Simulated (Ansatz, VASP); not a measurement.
GeW in VASP and in Ansatz

File INCAR:

```
PREC = Accurate ; ENCUT = 520
EDIFF = 1E-6 ; ISMEAR = -1
SIGMA = 0.04 ; LREAL = False
LASPH = True ; NELM = 60
ALGO = Normal ; ISIF = 2
LWAVE = False ; LCHARG = True
GGA = PE ; LELF = True
LVHAR = True ; NBANDS = 21
```

File KPOINTS:

```
Automatic mesh
0
Gamma
  5 5 5
```

POSCAR

```
GeW
1.0
    0.0000000000      2.5776100000      2.5776100000
    2.5776100000      0.0000000000      2.5776100000
    2.5776100000      2.5776100000      0.0000000000
Ge W
1 1
Direct
    0.5000000000      0.5000000000      0.5000000000
    0.0000000000      0.0000000000      0.0000000000
```

File input.yaml:

```yaml
crystal:
  lattice:
    - [0.0, 2.57761, 2.57761]
    - [2.57761, 0.0, 2.57761]
    - [2.57761, 2.57761, 0.0]
  atoms:
    - { symbol: Ge, position: [0.5, 0.5, 0.5] }
    - { symbol: W, position: [0.0, 0.0, 0.0] }
kpoints:
  mp_grid: { grid: [5, 5, 5] }
scf:
  occupations: { method: fermi_dirac, width: 0.04 }
hamiltonian:
  xc: pbe
  pseudopotentials: { kind: all_electron, lapw: { basis_error: 0.002 } }
output:
  forces: true
  stress: true
  eigenvalues: true
```

Alike in both runs: task single point; functional PBE; k mesh 5 × 5 × 5; occupations fermi-dirac, width 0.04 eV; no spin polarisation.

|  | VASP | Ansatz |
| --- | --- | --- |
| version | VASP 6.6.1 | Ansatz 0.2.0 |
| potentials or method | VASP PAW PBE potentials, release 64 (Ge_d, W_sv), cutoff 520 eV | all-electron LAPW, scalar-relativistic |

|  | VASP | Ansatz | Ansatz less VASP |
| --- | --- | --- | --- |
| gap on the k mesh at the Fermi level (eV) | none | none | - |
| pressure (GPa) | 0.7 | 0.5 | -0.17 |

A gap of «none» marks a metal or a gap that the smearing closes. Ansatz ran all-electron here, and VASP with PAW potentials.

The k mesh is coarse, so the values compare programs but aren't converged. Spin-orbit coupling is off throughout. Noted on Ansatz's run: the k mesh is thin for a metal, which can move the energy by tens of meV per atom.
